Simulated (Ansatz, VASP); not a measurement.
# Two plane-wave programs on P

INCAR

```
SYSTEM = P
ALGO = Normal
DIPOL = 0.5 0.5 0.500
EDIFF = 1E-6
ENCUT = 520
GGA = PE
IDIPOL = 3
ISIF = 2
ISMEAR = 0
LASPH = .True.
LCHARG = .False.
LDIPOL = .True.
LREAL = .False.
LWAVE = .False.
NBANDS = 14
NELM = 80
PREC = Accurate
SIGMA = 0.1
```

File KPOINTS:

```
k-points
0
Gamma
  6 6 1
  0 0 0
```

File POSCAR:

```
P
1.0
    5.4068170000      0.0000000000      0.0000000000
   -2.7034090000      4.6824410000      0.0000000000
    0.0000000000      0.0000000000     14.0000000000
P
3
Direct
    0.4974004700      0.5025995300      0.5000000000
    0.4974004700      0.9948009400      0.5000000000
    0.0051990600      0.5025995300      0.5000000000
```

Input for Ansatz:

```yaml
crystal:
  lattice:
    - [5.406817, 0.0, 0.0]
    - [-2.703409, 4.682441, 0.0]
    - [0.0, 0.0, 14.0]
  atoms:
    - { symbol: P, position: [0.49740047, 0.50259953, 0.5] }
    - { symbol: P, position: [0.49740047, 0.99480094, 0.5] }
    - { symbol: P, position: [0.00519906, 0.50259953, 0.5] }
  periodic: [true, true, false]
basis:
  ecutwfc: 420
kpoints:
  mp_grid: { grid: [6, 6, 1] }
hamiltonian:
  xc: pbe
scf:
  occupations: { method: gaussian, width: 0.1 }
  lower_state_search: "off"
output:
  forces: true
  stress: true
  eigenvalues: true
```

Alike in both runs: task single point; functional PBE; k mesh 6 × 6 × 1; occupations gaussian, width 0.1 eV; no spin polarisation.

|  | VASP | Ansatz |
| --- | --- | --- |
| version | VASP 6.6.1 | Ansatz 0.2.0 |
| potentials or method | VASP PAW PBE potentials, release 64 (P), cutoff 520 eV | scalar-relativistic, plane waves, PAW |
| valence electrons in the cell | 15 | 15 |

Ansatz gave:

- gap on the k mesh at the Fermi level (eV): none
- rms of the force components (eV/Å): 0.741

**Question.** What did VASP give for the same quantities?

**Answer.** gap on the k mesh at the Fermi level (eV): none; rms of the force components (eV/Å): 0.748.

Atom by atom the forces differ by 0.008 eV/Å (rms over components). A gap of «none» marks a metal or a gap that the smearing closes. Ansatz's warnings: slab cell height set.
